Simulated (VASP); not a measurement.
Here is a VASP 6.6.1 calculation.

The input POSCAR:

```
Al3Cu
1.0
    2.7737808638      0.0000000000      0.0000000000
    0.0000000000      2.7737808638      0.0000000000
    0.0000000000      0.0000000000      7.5918631133
Al Cu
3 1
Direct
    0.0000000000      0.0000000000      0.5131719972
    0.5000000000      0.5000000000      0.2358149978
    0.5000000000      0.5000000000      0.7905289966
    0.0000000000      0.0000000000      0.0000000000
```

File INCAR.step1:

```
PREC = Accurate ; ENCUT = 520
ISMEAR = 0 ; SIGMA = 0.15
LREAL = F ; LASPH = T
NELM = 80 ; NBANDS = 18
GGA = PE ; ALGO = Normal
EDIFF = 1E-4 ; LWAVE = T
LCHARG = F
```

File INCAR.step2:

```
PREC = Accurate ; ENCUT = 520
EDIFF = 1E-6 ; ISMEAR = 0
SIGMA = 0.15 ; LREAL = F
LASPH = T ; NELM = 80
ALGO = Normal ; ISIF = 2
LWAVE = F ; LCHARG = F
METAGGA = R2SCAN ; LMIXTAU = T
NBANDS = 18 ; ISTART = 1
```

KPOINTS

```
regular mesh
0
Gamma
  18 18 6
```

Potentials or basis: VASP PAW PBE potentials, release 64 (Al, Cu).

Launch:

```console
$ cat potpaw_PBE.64/Al/POTCAR potpaw_PBE.64/Cu/POTCAR > POTCAR
$ cp INCAR.step1 INCAR
$ mpirun -np 1 vasp_std > vasp.out
$ cp INCAR.step2 INCAR
$ mpirun -np 1 vasp_std > vasp.out
```

**Question.** What does it give for the largest force?

**Answer.** 0.633 eV/Å.

**Question.** Estimate the pressure.

**Answer.** 0.1 GPa.

**Question.** Predict the band gap on the k mesh.

**Answer.** Zero (band 10 reaches 12.94 eV, above the bottom of band 11 at 6.55 eV).

Forces on the atoms (eV/Å):
```
Al   0.000  0.000 -0.050
Al   0.000  0.000 -0.196
Al   0.000  0.000 -0.387
Cu   0.000  0.000  0.633
```

Caveat: the cell differs from its parent crystal (all Al atoms moved -0.100 Å, as atom 1 towards its neighbour atom 4 (Cu) at 3.796 Å); the PAW data sets were made with another functional, which shifts forces and pressure a little.
